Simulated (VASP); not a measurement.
# B (Im-3m) in VASP: further runs

Runs on B. Level: r2SCAN. Tasks: single point.

Program: VASP 6.6.1. These are calculated values, not measurements. Logs are shortened: lines on timing, memory, paths and dates and some standing lists are left out, and cuts for length are marked.

## Step 1: The cell of the first run

Symmetry: Im-3m, No. 229, cubic system. Conventional cell: a = 2.325 Å, b = 2.325 Å, c = 2.325 Å, α = 90.00°, β = 90.00°, γ = 90.00°. B (site symmetry m-3m) has 14 B at 2.01 to 2.33 Å within 2.7 Å.

## Step 2: Single point, r2SCAN (volume scaled by 1.04)

POSCAR reads:

```
B
1.0
   -1.1625614556      1.1625614556      1.1625614556
    1.1625614556     -1.1625614556      1.1625614556
    1.1625614556      1.1625614556     -1.1625614556
B
1
Direct
    0.0000000000      0.0000000000      0.0000000000
```

INCAR.step1 reads:

```
SYSTEM = B
PREC = Accurate
ENCUT = 520
ISMEAR = -1
SIGMA = 0.1
LREAL = .False.
LASPH = .True.
NELM = 80
NBANDS = 8
GGA = PE
ALGO = Normal
EDIFF = 1E-4
LWAVE = .True.
LCHARG = .False.
```

INCAR.step2 reads:

```
SYSTEM = B
PREC = Accurate
ENCUT = 520
EDIFF = 1E-7
ISMEAR = -1
SIGMA = 0.1
LREAL = .False.
LASPH = .True.
NELM = 80
ALGO = Normal
ISIF = 2
LWAVE = .False.
LCHARG = .True.
METAGGA = R2SCAN
LMIXTAU = .True.
LELF = .True.
LVHAR = .True.
NBANDS = 8
ISTART = 1
```

KPOINTS reads:

```
regular mesh
0
Gamma
  21 21 21
  0 0 0
```

Potentials or basis: VASP PAW PBE potentials, release 64 (B).

Launch:

```sh
> cat potpaw_PBE.64/B/POTCAR > POTCAR
> cp INCAR.step1 INCAR
> mpirun -np 1 vasp_std > vasp.out
> cp INCAR.step2 INCAR
> mpirun -np 1 vasp_std > vasp.out
```

OUTCAR:

```text
SYSTEM = B
   PREC = Accurate
   ENCUT = 520
   EDIFF = 1E-7
   ISMEAR = -1
   LREAL = .False.
   LASPH = .True.
   NELM = 80
   ISIF = 2
   METAGGA = R2SCAN
   ISTART = 1

 ion  position               nearest neighbor table
   1  0.000  0.000  0.000-

  LATTYP: Found a body centered cubic cell.
 ALAT       =     2.3251229112

  Lattice vectors:

 A1 = (  -1.1625614556,   1.1625614556,   1.1625614556)
 A2 = (   1.1625614556,  -1.1625614556,   1.1625614556)
 A3 = (   1.1625614556,   1.1625614556,  -1.1625614556)

Analysis of symmetry for initial positions (statically):
=====================================================================
 Subroutine PRICEL returns:
 Original cell was already a primitive cell.

 Routine SETGRP: Setting up the symmetry group for a
 body centered cubic supercell.

 Subroutine GETGRP returns: Found 48 space group operations
 (whereof 48 operations were pure point group operations)
 out of a pool of 48 trial point group operations.

The static configuration has the point symmetry O_h .

Analysis of symmetry for dynamics (positions and initial velocities):
=====================================================================
 Subroutine PRICEL returns:
 Original cell was already a primitive cell.

 Routine SETGRP: Setting up the symmetry group for a
 body centered cubic supercell.

 Subroutine GETGRP returns: Found 48 space group operations
 (whereof 48 operations were pure point group operations)
 out of a pool of 48 trial point group operations.

The dynamic configuration has the point symmetry O_h .

 Subroutine INISYM returns: Found 48 space group operations
 (whereof 48 operations are pure point group operations),
 and found     1 'primitive' translations

----------------------------------------------------------------------------------------

                                     Primitive cell

  volume of cell :       6.2850

  direct lattice vectors                    reciprocal lattice vectors
    -1.162561456  1.162561456  1.162561456     0.000000000  0.430084790  0.430084790
     1.162561456 -1.162561456  1.162561456     0.430084790  0.000000000  0.430084790
     1.162561456  1.162561456 -1.162561456     0.430084790  0.430084790  0.000000000

  length of vectors
     2.013615508  2.013615508  2.013615508     0.608231744  0.608231744  0.608231744

  position of ions in fractional coordinates (direct lattice)
     0.000000000  0.000000000  0.000000000

[... 71 lines left out ...]
   LSORBIT =      F    spin-orbit coupling
   LASPH  =      T    aspherical Exc in radial PAW
   ENCUT  =  520.0 eV  38.22 Ry    6.18 a.u.   3.74  3.74  3.74*2*pi/ulx,y,z
   NELM   =     80;   NELMIN=  2; NELMDL=  0     # of ELM steps
   EDIFF  = 0.1E-06   stopping-criterion for ELM
   LREAL  =      F    real-space projection
   EDIFFG = 0.1E-05   stopping-criterion for IOM
   NSW    =      0    number of steps for IOM
   IBRION =     -1    ionic relax: 0-MD 1-quasi-New 2-CG
   NFREE  =      0    steps in history (QN), initial steepest desc. (CG)
   ISIF   =      2    stress and relaxation
   ISYM   =      2    0-nonsym 1-usesym 2-fastsym
   POTIM  = 0.5000    time-step for ionic-motion
   TEBEG  =    0.0;   TEEND  =   0.0 temperature during run
   PSTRESS=    0.0 pullay stress
   NELECT =       3.0000    total number of electrons
   NUPDOWN=      -1.0000    fix difference up-down
   EMIN   =  10.00;   EMAX   =-10.00  energy-range for DOS
   EFERMI =   0.00;   METHOD = LEGACY
   ISMEAR =    -1;   SIGMA  =   0.10  broadening in eV -4-tet -1-fermi 0-gaus
   EFERMI_NEDOS =   21; number of points for ismear=-14 and -15
   IALGO  =     38    algorithm
   IMIX   =      4    mixing-type and parameters
     AMIX     =   0.40;   BMIX     =  1.00
     AMIX_MAG =   1.60;   BMIX_MAG =  1.00
  volume/ion in A,a.u.               =       6.29        42.41
  Fermi-wavevector in a.u.,A,eV,Ry     =   1.279419  2.417751 22.271540  1.636912
  Thomas-Fermi vector in A             =   2.411905
   LORBIT       =      0    0 simple, 1 ext, 2 COOP (PROOUT), +10 PAW based schemes
   METAGGA = R2SCAN    functional components
   LHFCALC =     F    Hartree Fock is set to
   AEXX    =    0.0000 exact exchange contribution
   IVDW    =     0    specifies the selected vdW correction
   LEPSILON=     F    determine dielectric tensor
   LRPA    =     F    only Hartree local field effects (RPA)
 non-spin polarized calculation
  energy-cutoff  :      520.00
  volume of cell :        6.29
 maximum number of plane-waves:       178
   NGX =  7   NGY =  7   NGZ =  7

 number of electron       3.0000000 magnetization

 Free energy of the ion-electron system (eV)
  ---------------------------------------------------
  ext. energy  EPLUGINS =         0.00000000
  ---------------------------------------------------
  free energy    TOTEN  =        -5.50139591 eV

  energy without entropy =       -5.49366036  energy(sigma->0) =       -5.49752814

 E-fermi :   9.8601     XC(G=0): -13.8836

 val. band max:        9.8466387043   @ k =  -0.4286   0.4762   0.3333
 cond. band min:       9.8606679465   @ k =   0.3333   0.3333   0.0000
 fundamental gap:      0.0140292421
 Fermi energy:         9.8601103410

 k-point     1 :       0.0000    0.0000    0.0000
  band No.  band energies     occupation
      1      -9.8400      2.00000
      2      26.5200      0.00000
      3      26.5200      0.00000
      4      26.5200      0.00000
      5      44.7894      0.00000
      6      44.7894      0.00000
      7      44.7894      0.00000
      8      48.8215      0.00000
[... 243 lines left out ...]
 k-point    24 :       0.1905    0.0952    0.0000
  band No.  band energies     occupation
      1      -6.7982      2.00000
      2      18.1383      0.00000
      3      20.9371      0.00000
      4      24.0310      0.00000
      5      37.1358      0.00000
      6      37.5417      0.00000
      7      45.8881      0.00000
      8      52.3064      0.00000

 [... further k-points ...]
[... 5 lines left out ...]
  --------------------------------------------------------------------------------------
  -------------------------------------------------------------------------------------
  Total       -0.3479062     -0.3479062     -0.3479062      0.0000000      0.0000000      0.0000000
  in kB      -88.6880193    -88.6880193    -88.6880193      0.0000000      0.0000000      0.0000000
  external PRESSURE =     -88.6880193 kB  Pullay stress =       0.0000000 kB

 VOLUME and BASIS-vectors are now :
 -----------------------------------------------------------------------------
  energy-cutoff  :      520.00
  volume of cell :        6.29
      direct lattice vectors                 reciprocal lattice vectors
    -1.162561456  1.162561456  1.162561456     0.000000000  0.430084790  0.430084790
     1.162561456 -1.162561456  1.162561456     0.430084790  0.000000000  0.430084790
     1.162561456  1.162561456 -1.162561456     0.430084790  0.430084790  0.000000000

 POSITION                                       TOTAL-FORCE (eV/Angst)
 -----------------------------------------------------------------------------------
      0.00000      0.00000      0.00000        -0.000000      0.000000      0.000000
 -----------------------------------------------------------------------------------
    total drift:                               -0.000000      0.000000     -0.000000

  FREE ENERGIE OF THE ION-ELECTRON SYSTEM (eV)
  ---------------------------------------------------
  free  energy   TOTEN  =        -5.5013959109 eV

  energy  without entropy=       -5.4936603641  energy(sigma->0) =       -5.49752814
```

OUTCAR.step1:

```text
SYSTEM = B
   PREC = Accurate
   ENCUT = 520
   ISMEAR = -1
   LREAL = .False.
   LASPH = .True.
[... 478 lines left out ...]

 POSITION                                       TOTAL-FORCE (eV/Angst)
 -----------------------------------------------------------------------------------
      0.00000      0.00000      0.00000        -0.000000      0.000000     -0.000000
 -----------------------------------------------------------------------------------
    total drift:                               -0.000000     -0.000000     -0.000000

  FREE ENERGIE OF THE ION-ELECTRON SYSTEM (eV)
  ---------------------------------------------------
  free  energy   TOTEN  =        -4.9919403792 eV

  energy  without entropy=       -4.9837149213  energy(sigma->0) =       -4.98782765
```

OSZICAR.step1:

```text
N       E                     dE             d eps       ncg     rms          rms(c)
DAV:   1    -0.318476467019E+01   -0.31848E+01   -0.15587E+03  5064   0.295E+02
DAV:   2    -0.499613889992E+01   -0.18114E+01   -0.17365E+01  6184   0.326E+01
DAV:   3    -0.499817565787E+01   -0.20368E-02   -0.20361E-02  5104   0.116E+00
DAV:   4    -0.499817572259E+01   -0.64716E-07   -0.65185E-07  6528   0.635E-03
DAV:   5    -0.499817572229E+01    0.30330E-09   -0.27326E-11  4440   0.249E-05    0.146E+00
DAV:   6    -0.499418345263E+01    0.39923E-02   -0.12567E-04  5136   0.993E-02    0.870E-01
DAV:   7    -0.499193859244E+01    0.22449E-02   -0.39026E-04  5000   0.180E-01    0.290E-02
DAV:   8    -0.499194037925E+01   -0.17868E-05   -0.25308E-07  2400   0.417E-03
   1 F= -.49919404E+01 E0= -.49878277E+01  d E =-.822546E-02
```

Wall time 14 s (1 thread of Intel Xeon 6975P-C (Granite Rapids), shared host); peak memory 0.11 GiB.

Results:

```
Free energy : -5.5014 eV
Pressure    : -8.9 GPa
```

Caveat: the cell differs from its parent crystal (volume scaled by 1.04); the PAW data sets were made with another functional, which shifts forces and pressure a little.

## Step 3: Single point, r2SCAN (volume scaled by 1.08)

POSCAR reads:

```
B
1.0
   -1.1772789858      1.1772789858      1.1772789858
    1.1772789858     -1.1772789858      1.1772789858
    1.1772789858      1.1772789858     -1.1772789858
B
1
Direct
    0.0000000000      0.0000000000      0.0000000000
```

INCAR.step1 reads:

```
PREC = Accurate ; ENCUT = 520
ISMEAR = -1 ; SIGMA = 0.1
LREAL = F ; LASPH = T
NELM = 80 ; NBANDS = 8
GGA = PE ; ALGO = Normal
EDIFF = 1E-4 ; LWAVE = T
LCHARG = F
```

INCAR.step2 reads:

```
PREC = Accurate ; ENCUT = 520
EDIFF = 1E-6 ; ISMEAR = -1
SIGMA = 0.1 ; LREAL = F
LASPH = T ; NELM = 80
ALGO = Normal ; ISIF = 2
LWAVE = F ; LCHARG = F
METAGGA = R2SCAN ; LMIXTAU = T
NBANDS = 8 ; ISTART = 1
```

KPOINTS reads:

```
Automatic mesh
0
Gamma
  21 21 21
```

Potentials or basis: VASP PAW PBE potentials, release 64 (B).

Launch:

```sh
> cat potpaw_PBE.64/B/POTCAR > POTCAR
> cp INCAR.step1 INCAR
> mpirun -np 1 vasp_std > vasp.out
> cp INCAR.step2 INCAR
> mpirun -np 1 vasp_std > vasp.out
```

Run time: 12 s. Hardware: 1 thread of Intel Xeon 6975P-C (Granite Rapids), shared host; peak memory 0.12 GiB.

Results (log left out):

```yaml
Free_energy: -5.4831 eV
Pressure: -15.5 GPa
```

Levels at points of the mesh, in eV from the Fermi level:
| k point | band 1 | band 2 | band 3 | band 4 | band 5 | band 6 |
| --- | --- | --- | --- | --- | --- | --- |
| (0.00, 0.00, 0.00) | -19.22 | 16.14 | 16.14 | 16.14 | 34.24 | 34.24 |

Caveat: the cell differs from its parent crystal (volume scaled by 1.08); the PAW data sets were made with another functional, which shifts forces and pressure a little.

## Step 4: Single point, r2SCAN (volume scaled by 1.12)

POSCAR reads:

```
B
1.0
   -1.1916374617      1.1916374617      1.1916374617
    1.1916374617     -1.1916374617      1.1916374617
    1.1916374617      1.1916374617     -1.1916374617
B
1
Direct
    0.0000000000      0.0000000000      0.0000000000
```

INCAR.step1 reads:

```
SYSTEM = B
ALGO = Normal ; EDIFF = 1E-4
ENCUT = 520 ; GGA = PE
ISMEAR = -1 ; LASPH = .True.
LCHARG = .False. ; LREAL = .False.
LWAVE = .True. ; NBANDS = 8
NELM = 60 ; PREC = Accurate
SIGMA = 0.1
```

INCAR.step2 reads:

```
SYSTEM = B
ALGO = Normal ; EDIFF = 1E-6
ENCUT = 520 ; ISIF = 2
ISMEAR = -1 ; ISTART = 1
LASPH = .True. ; LCHARG = .False.
LMIXTAU = .True. ; LREAL = .False.
LWAVE = .False. ; METAGGA = R2SCAN
NBANDS = 8 ; NELM = 60
PREC = Accurate ; SIGMA = 0.1
```

KPOINTS reads:

```
k-points
0
Gamma
  21 21 21
  0 0 0
```

Launch:

```sh
> cat potpaw_PBE.64/B/POTCAR > POTCAR
> cp INCAR.step1 INCAR
> mpirun -np 1 vasp_std > vasp.out
> cp INCAR.step2 INCAR
> mpirun -np 1 vasp_std > vasp.out
```

Wall time 13 s (1 thread of Intel Xeon 6975P-C (Granite Rapids), shared host); peak memory 0.11 GiB.

The run converged. Its results:

```yaml
Free_energy: -5.4561 eV
Pressure: -20.6 GPa
```

Levels at points of the mesh, in eV from the Fermi level:
```csv
k point,band 1,band 2,band 3,band 4,band 5
"(0.00, 0.00, 0.00)",-18.75,15.66,15.66,15.66,33.60
```

Caveat: the cell differs from its parent crystal (volume scaled by 1.12); the PAW data sets were made with another functional, which shifts forces and pressure a little.

## Step 5: Single point, r2SCAN

This run uses another cell than the first one, of 6.04 Å³/atom, 0.962 times its volume.

POSCAR reads:

```
B
1.0
   -1.1474615458      1.1474615458      1.1474615458
    1.1474615458     -1.1474615458      1.1474615458
    1.1474615458      1.1474615458     -1.1474615458
B
1
Direct
    0.0000000000      0.0000000000      0.0000000000
```

INCAR.step1 reads:

```
ALGO = Normal ; EDIFF = 1E-4
ENCUT = 520 ; GGA = PE
ISMEAR = -1 ; LASPH = T
LCHARG = F ; LREAL = F
LWAVE = T ; NBANDS = 8
NELM = 100 ; PREC = Accurate
SIGMA = 0.1
```

INCAR.step2 reads:

```
ALGO = Normal ; EDIFF = 1E-6
ENCUT = 520 ; ISIF = 2
ISMEAR = -1 ; ISTART = 1
LASPH = T ; LCHARG = F
LMIXTAU = T ; LREAL = F
LWAVE = F ; METAGGA = R2SCAN
NBANDS = 8 ; NELM = 100
PREC = Accurate ; SIGMA = 0.1
```

KPOINTS reads:

```
k-points
0
Gamma
  31 31 31
```

Launch:

```sh
> cat potpaw_PBE.64/B/POTCAR > POTCAR
> cp INCAR.step1 INCAR
> mpirun -np 1 vasp_std > vasp.out
> cp INCAR.step2 INCAR
> mpirun -np 1 vasp_std > vasp.out
```

It took 30 s on 1 thread of Intel Xeon 6975P-C (Granite Rapids), shared host; peak memory 0.13 GiB.

The run converged. Its results:

| Item | Value |
| --- | --- |
| Free energy | -5.5093 eV |
| Pressure | -0.5 GPa |

Levels at points of the mesh, in eV from the Fermi level:
```tsv
k point	band 1	band 2	band 3	band 4
(0.00, 0.00, 0.00)	-20.21	17.22	17.22	17.22
```

Caveat: the PAW data sets were made with another functional, which shifts forces and pressure a little.

## Step 6: Overview

```tsv
cell	k mesh	gap on the mesh (eV)	pressure (GPa)
a = 2.014 Å, angles 109.5°, 1 atom	21 × 21 × 21	none	-8.9
a = 2.039 Å, angles 109.5°, 1 atom	21 × 21 × 21	none	-15.5
a = 2.064 Å, angles 109.5°, 1 atom	21 × 21 × 21	none	-20.6
a = 1.987 Å, angles 109.5°, 1 atom	31 × 31 × 31	none	-0.5
```

Alike in all rows: task single point; level r2SCAN; potentials or basis VASP PAW PBE potentials, release 64 (B); no spin polarisation; cutoff (eV) 520; smearing fermi-dirac 0.1 eV.

Caveats: the PAW data sets were made with another functional, which shifts forces and pressure a little.

Absolute energies hang on the potentials; compare differences alone.
